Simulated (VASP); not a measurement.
# EuS (Fm-3m) in VASP: further runs

EuS is run at these levels: BLYP; tasks: single point.

All numbers are computed with VASP 6.6.1; they aren't measurements. Logs are shortened: lines on timing, memory, paths and dates and some standing lists are left out, and cuts for length are marked.

## (1) The cell of the first run

Symmetry: Fm-3m, No. 225, cubic system. The conventional cell has a = 5.876 Å, b = 5.876 Å, c = 5.876 Å, α = 90.00°, β = 90.00°, γ = 90.00°. Eu (site symmetry m-3m) has 6 S at 2.94 Å within 3.9 Å. Within 3.9 Å of S (site symmetry m-3m) lie 6 Eu at 2.94 Å.

## (2) Single point, BLYP, collinear spin, ferromagnetic start

INCAR

```
SYSTEM = EuS
AGGAC = 1.0
AGGAX = 1.0
ALDAC = 0.0
ALDAX = 1.0
ALGO = Normal
EDIFF = 1E-6
ENCUT = 600
GGA = B5
GGA_COMPAT = .FALSE.
ISIF = 2
ISMEAR = -1
ISPIN = 2
LASPH = .TRUE.
LCHARG = .FALSE.
LMAXMIX = 6
LORBIT = 11
LREAL = .FALSE.
LWAVE = .FALSE.
MAGMOM = 7 0
NBANDS = 22
NELM = 200
PREC = Accurate
SIGMA = 0.05
```

KPOINTS

```
k-points
0
G
  8 8 8
  0 0 0
```

POSCAR

```
EuS
1.0
    0.0000000000      2.9382450654      2.9382450654
    2.9382450654      0.0000000000      2.9382450654
    2.9382450654      2.9382450654      0.0000000000
Eu S
1 1
Direct
    0.0000000000      0.0000000000      0.0000000000
    0.5000000000      0.5000000000      0.5000000000
```

Potentials or basis: VASP PAW PBE potentials, release 64 (Eu, S).

Launch:

```bash
$ cat potpaw_PBE.64/Eu/POTCAR potpaw_PBE.64/S/POTCAR > POTCAR
$ mpirun -np 1 vasp_std > vasp.out
```

OUTCAR:

```text
SYSTEM = EuS
   EDIFF = 1E-6
   ENCUT = 600
   GGA = B5
   ISIF = 2
   ISMEAR = -1
   ISPIN = 2
   LASPH = .TRUE.
   LORBIT = 11
   LREAL = .FALSE.
   NELM = 200
   PREC = Accurate

 ion  position               nearest neighbor table
   1  0.000  0.000  0.000-   2 2.94   2 2.94   2 2.94   2 2.94   2 2.94   2 2.94
   2  0.500  0.500  0.500-   1 2.94   1 2.94   1 2.94   1 2.94   1 2.94   1 2.94

  LATTYP: Found a face centered cubic cell.
 ALAT       =     5.8764901308

  Lattice vectors:

 A1 = (   0.0000000000,   2.9382450654,   2.9382450654)
 A2 = (   2.9382450654,   0.0000000000,   2.9382450654)
 A3 = (   2.9382450654,   2.9382450654,   0.0000000000)

Analysis of symmetry for initial positions (statically):
=====================================================================
 Subroutine PRICEL returns:
 Original cell was already a primitive cell.

 Routine SETGRP: Setting up the symmetry group for a
 face centered cubic supercell.

 Subroutine GETGRP returns: Found 48 space group operations
 (whereof 48 operations were pure point group operations)
 out of a pool of 48 trial point group operations.

The static configuration has the point symmetry O_h .

Analysis of symmetry for dynamics (positions and initial velocities):
=====================================================================
 Subroutine PRICEL returns:
 Original cell was already a primitive cell.

 Routine SETGRP: Setting up the symmetry group for a
 face centered cubic supercell.

 Subroutine GETGRP returns: Found 48 space group operations
 (whereof 48 operations were pure point group operations)
 out of a pool of 48 trial point group operations.

The dynamic configuration has the point symmetry O_h .

Analysis of structural, dynamic, and magnetic symmetry:
=====================================================================
 Subroutine PRICEL returns:
 Original cell was already a primitive cell.

 Routine SETGRP: Setting up the symmetry group for a
 face centered cubic supercell.

 Subroutine GETGRP returns: Found 48 space group operations
 (whereof 48 operations were pure point group operations)
 out of a pool of 48 trial point group operations.

The overall configuration has the point symmetry O_h .

 Subroutine INISYM returns: Found 48 space group operations
 (whereof 48 operations are pure point group operations),
 and found     1 'primitive' translations

----------------------------------------------------------------------------------------

                                     Primitive cell

  volume of cell :      50.7334

  direct lattice vectors                    reciprocal lattice vectors
     0.000000000  2.938245065  2.938245065    -0.170169604  0.170169604  0.170169604
     2.938245065  0.000000000  2.938245065     0.170169604 -0.170169604  0.170169604
     2.938245065  2.938245065  0.000000000     0.170169604  0.170169604 -0.170169604

  length of vectors
     4.155306021  4.155306021  4.155306021     0.294742400  0.294742400  0.294742400

  position of ions in fractional coordinates (direct lattice)
     0.000000000  0.000000000  0.000000000
     0.500000000  0.500000000  0.500000000

  ion indices of the primitive-cell ions
   primitive index   ion index
                 1           1
                 2           2

----------------------------------------------------------------------------------------

 KPOINTS: k-points

Automatic generation of k-mesh.
 Grid dimensions read from file:
 generate k-points for:    8    8    8

 Generating k-lattice:

  Cartesian coordinates                     Fractional coordinates (reciprocal lattice)
    -0.021271201  0.021271201  0.021271201     0.125000000  0.000000000  0.000000000
     0.021271201 -0.021271201  0.021271201     0.000000000  0.125000000  0.000000000
     0.021271201  0.021271201 -0.021271201     0.000000000  0.000000000  0.125000000

  Length of vectors
     0.036842800  0.036842800  0.036842800

  Shift w.r.t. Gamma in fractional coordinates (k-lattice)
     0.000000000  0.000000000  0.000000000

 Subroutine IBZKPT returns following result:
 ===========================================

 Found     29 irreducible k-points:

 Following reciprocal coordinates:
            Coordinates               Weight
  0.000000  0.000000  0.000000      1.000000
  0.125000  0.000000  0.000000      8.000000
  0.250000  0.000000  0.000000      8.000000
  0.375000  0.000000  0.000000      8.000000
  0.500000  0.000000  0.000000      4.000000
  0.125000  0.125000  0.000000      6.000000
[... 16 lines left out ...]
  0.500000  0.250000  0.125000     48.000000
 -0.375000  0.250000  0.125000     24.000000
 [... further k-points ...]
   k-points           NKPTS =     29   k-points in BZ     NKDIM =     29   number of bands    NBANDS=     22
   number of dos      NEDOS =    301   number of ions     NIONS =      2
   total plane-waves  NPLWV =  46656
   dimension x,y,z NGX =    36 NGY =   36 NGZ =   36
   dimension x,y,z NGXF=    72 NGYF=   72 NGZF=   72
   ions per type =               1   1
   NGX,Y,Z   is equivalent  to a cutoff of  14.40, 14.40, 14.40 a.u.
   NGXF,Y,Z  is equivalent  to a cutoff of  28.81, 28.81, 28.81 a.u.
 SYSTEM =  EuS
   PREC   = accura    normal or accurate (medium, high low for compatibility)
   ISTART =      0    job   : 0-new  1-cont  2-samecut
   ICHARG =      2    charge: 1-file 2-atom 10-const
   ISPIN  =      2    spin polarized calculation?
   LNONCOLLINEAR =      F non collinear calculations
   LSORBIT =      F    spin-orbit coupling
   LASPH  =      T    aspherical Exc in radial PAW
   ENCUT  =  600.0 eV  44.10 Ry    6.64 a.u.   8.30  8.30  8.30*2*pi/ulx,y,z
   NELM   =    200;   NELMIN=  2; NELMDL= -5     # of ELM steps
   EDIFF  = 0.1E-05   stopping-criterion for ELM
   LREAL  =      F    real-space projection
   EDIFFG = 0.1E-04   stopping-criterion for IOM
   NSW    =      0    number of steps for IOM
   IBRION =     -1    ionic relax: 0-MD 1-quasi-New 2-CG
   NFREE  =      0    steps in history (QN), initial steepest desc. (CG)
   ISIF   =      2    stress and relaxation
   ISYM   =      2    0-nonsym 1-usesym 2-fastsym
   POTIM  = 0.5000    time-step for ionic-motion
   TEBEG  =    0.0;   TEEND  =   0.0 temperature during run
   PSTRESS=    0.0 pullay stress
   NELECT =      23.0000    total number of electrons
   NUPDOWN=      -1.0000    fix difference up-down
   EMIN   =  10.00;   EMAX   =-10.00  energy-range for DOS
   EFERMI =   0.00;   METHOD = LEGACY
   ISMEAR =    -1;   SIGMA  =   0.05  broadening in eV -4-tet -1-fermi 0-gaus
   EFERMI_NEDOS =   21; number of points for ismear=-14 and -15
   IALGO  =     38    algorithm
   IMIX   =      4    mixing-type and parameters
     AMIX     =   0.40;   BMIX     =  1.00
     AMIX_MAG =   1.60;   BMIX_MAG =  1.00
  volume/ion in A,a.u.               =      25.37       171.18
  Fermi-wavevector in a.u.,A,eV,Ry     =   1.257630  2.376575 21.519414  1.581632
  Thomas-Fermi vector in A             =   2.391279
   LORBIT       =     11    0 simple, 1 ext, 2 COOP (PROOUT), +10 PAW based schemes
   GGA     = B5    functional components
   LHFCALC =     F    Hartree Fock is set to
   AEXX    =    0.0000 exact exchange contribution
   IVDW    =     0    specifies the selected vdW correction
   LEPSILON=     F    determine dielectric tensor
   LRPA    =     F    only Hartree local field effects (RPA)
 spin polarized calculation
  energy-cutoff  :      600.00
  volume of cell :       50.73
 maximum number of plane-waves:      1719
 NGX is ok and might be reduce to    36
   NGX = 17   NGY = 17   NGZ = 17

 number of electron      23.0000002 magnetization       6.9603700

 Free energy of the ion-electron system (eV)
  ---------------------------------------------------
  ext. energy  EPLUGINS =         0.00000000
  ---------------------------------------------------
  free energy    TOTEN  =       -18.56957198 eV

  energy without entropy =      -18.55903981  energy(sigma->0) =      -18.56430590

 E-fermi :   5.0592     XC(G=0):  -9.2820

 val. band max:        5.0110159693   @ k =   0.1250   0.1250   0.0000
 cond. band min:       5.1189159300   @ k =   0.0000   0.0000   0.0000
 fundamental gap:      0.1078999607
 Fermi energy:         5.0592019641

 spin component 1

 k-point     1 :       0.0000    0.0000    0.0000
  band No.  band energies     occupation
      1     -36.2911      1.00000
      2     -15.1299      1.00000
      3     -15.1299      1.00000
      4     -15.1299      1.00000
      5      -8.5790      1.00000
      6       2.1805      1.00000
[... 14 lines left out ...]
     21       6.9648      0.00000
     22      13.0403      0.00000

 k-point     2 :       0.1250    0.0000    0.0000
  band No.  band energies     occupation
      1     -36.2888      1.00000
      2     -15.1909      1.00000
      3     -15.1340      1.00000
      4     -15.1340      1.00000
      5      -8.4487      1.00000
      6       1.6553      1.00000
[... 14 lines left out ...]
     21       7.5711      0.00000
     22      13.6211      0.00000

 k-point     3 :       0.2500    0.0000    0.0000
  band No.  band energies     occupation
      1     -36.2830      1.00000
      2     -15.3314      1.00000
      3     -15.1439      1.00000
      4     -15.1439      1.00000
      5      -8.1305      1.00000
      6       0.6753      1.00000
[... 14 lines left out ...]
     21       8.9406      0.00000
     22      13.9612      0.00000
[... 476 lines left out ...]
 k-point    23 :       0.5000    0.2500    0.1250
  band No.  band energies     occupation
      1     -36.2742      1.00000
      2     -15.4161      1.00000
      3     -15.2325      1.00000
      4     -15.1770      1.00000
      5      -7.8898      1.00000
      6       0.1883      1.00000
[... 14 lines left out ...]
     21      11.7985      0.00000
     22      11.9586      0.00000

 k-point    24 :      -0.3750    0.2500    0.1250
  band No.  band energies     occupation
      1     -36.2723      1.00000
      2     -15.4436      1.00000
      3     -15.2392      1.00000
      4     -15.1876      1.00000
      5      -7.8260      1.00000
      6       0.1257      1.00000
[... 14 lines left out ...]
     21      11.4777      0.00000
     22      12.4631      0.00000

 [... further k-points ...]

 spin component 2

 k-point     1 :       0.0000    0.0000    0.0000
  band No.  band energies     occupation
      1     -33.3995      1.00000
      2     -13.0128      1.00000
      3     -13.0128      1.00000
      4     -13.0128      1.00000
      5      -8.5688      1.00000
      6       2.3481      1.00000
[... 14 lines left out ...]
     21       9.6364      0.00000
     22      13.8910      0.00000

 k-point     2 :       0.1250    0.0000    0.0000
  band No.  band energies     occupation
      1     -33.3963      1.00000
      2     -13.1110      1.00000
      3     -13.0177      1.00000
      4     -13.0177      1.00000
      5      -8.4084      1.00000
      6       1.8136      1.00000
[... 14 lines left out ...]
     21       9.6924      0.00000
     22      14.4320      0.00000

 k-point     3 :       0.2500    0.0000    0.0000
  band No.  band energies     occupation
      1     -33.3883      1.00000
      2     -13.3276      1.00000
      3     -13.0294      1.00000
      4     -13.0294      1.00000
      5      -8.0319      1.00000
      6       0.8362      1.00000
[... 14 lines left out ...]
     21      10.1172      0.00000
     22      14.8612      0.00000
[... 476 lines left out ...]
 k-point    23 :       0.5000    0.2500    0.1250
  band No.  band energies     occupation
      1     -33.3762      1.00000
      2     -13.4423      1.00000
      3     -13.1491      1.00000
      4     -13.0730      1.00000
      5      -7.7948      1.00000
      6       0.3612      1.00000
[... 14 lines left out ...]
     21      12.4972      0.00000
     22      12.8355      0.00000

 k-point    24 :      -0.3750    0.2500    0.1250
  band No.  band energies     occupation
      1     -33.3736      1.00000
      2     -13.4799      1.00000
      3     -13.1573      1.00000
      4     -13.0880      1.00000
      5      -7.7301      1.00000
      6       0.3074      1.00000
[... 14 lines left out ...]
     21      12.3513      0.00000
     22      13.2346      0.00000

 [... further k-points ...]
[... 5 lines left out ...]
  --------------------------------------------------------------------------------------
  -------------------------------------------------------------------------------------
  Total        0.8843940      0.8843940      0.8843940      0.0000000      0.0000000     -0.0000000
  in kB       27.9294462     27.9294462     27.9294462      0.0000000      0.0000000     -0.0000000
  external PRESSURE =      27.9294462 kB  Pullay stress =       0.0000000 kB

 VOLUME and BASIS-vectors are now :
 -----------------------------------------------------------------------------
  energy-cutoff  :      600.00
  volume of cell :       50.73
      direct lattice vectors                 reciprocal lattice vectors
     0.000000000  2.938245065  2.938245065    -0.170169604  0.170169604  0.170169604
     2.938245065  0.000000000  2.938245065     0.170169604 -0.170169604  0.170169604
     2.938245065  2.938245065  0.000000000     0.170169604  0.170169604 -0.170169604

 POSITION                                       TOTAL-FORCE (eV/Angst)
 -----------------------------------------------------------------------------------
      0.00000      0.00000      0.00000         0.000000     -0.000000     -0.000000
      2.93825      2.93825      2.93825         0.000000      0.000000      0.000000
 -----------------------------------------------------------------------------------
    total drift:                               -0.000000      0.000000      0.000000

  FREE ENERGIE OF THE ION-ELECTRON SYSTEM (eV)
  ---------------------------------------------------
  free  energy   TOTEN  =       -18.5695719788 eV

  energy  without entropy=      -18.5590398126  energy(sigma->0) =      -18.56430590

 total charge

# of ion       s       p       d       f       tot
--------------------------------------------------
    1        2.028   5.748   0.334   6.658  14.768
    2        1.327   2.473   0.000   0.000   3.800
--------------------------------------------------
tot          3.355   8.221   0.334   6.658  18.568

 magnetization (x)

# of ion       s       p       d       f       tot
--------------------------------------------------
    1       -0.014  -0.103   0.089   6.623   6.595
    2       -0.005  -0.049   0.000   0.000  -0.055
--------------------------------------------------
tot         -0.019  -0.152   0.089   6.623   6.541
```

Run time: 2.2 min. Hardware: 1 thread of AMD EPYC 9R45 (Zen 5), shared host; peak memory 0.25 GiB.

Results:

```yaml
Free_energy: -18.5696 eV
Pressure: 2.8 GPa
Band_gap_on_the_k_mesh: zero (filled and empty bands overlap)
Net_moment: 6.96 μB per cell
Site_moments: Eu +6.59; S -0.06 μB
Valence_electrons_inside_the_program's_atomic_spheres: Eu 14.77; S 3.80
```

Caveat: the PAW data sets were made with another functional, which shifts forces and pressure a little; spin-orbit coupling is left out, which moves the levels of the heavy elements; a cell with one magnetic atom can't hold antiferromagnetic order, which such compounds often take; semilocal functionals describe open f shells poorly, which spoils levels, moments and volumes. With open d or f shells a metallic result of BLYP can be an artefact of self-interaction; +U or a hybrid may open a gap.

(Part 1 of 2 ends here.)
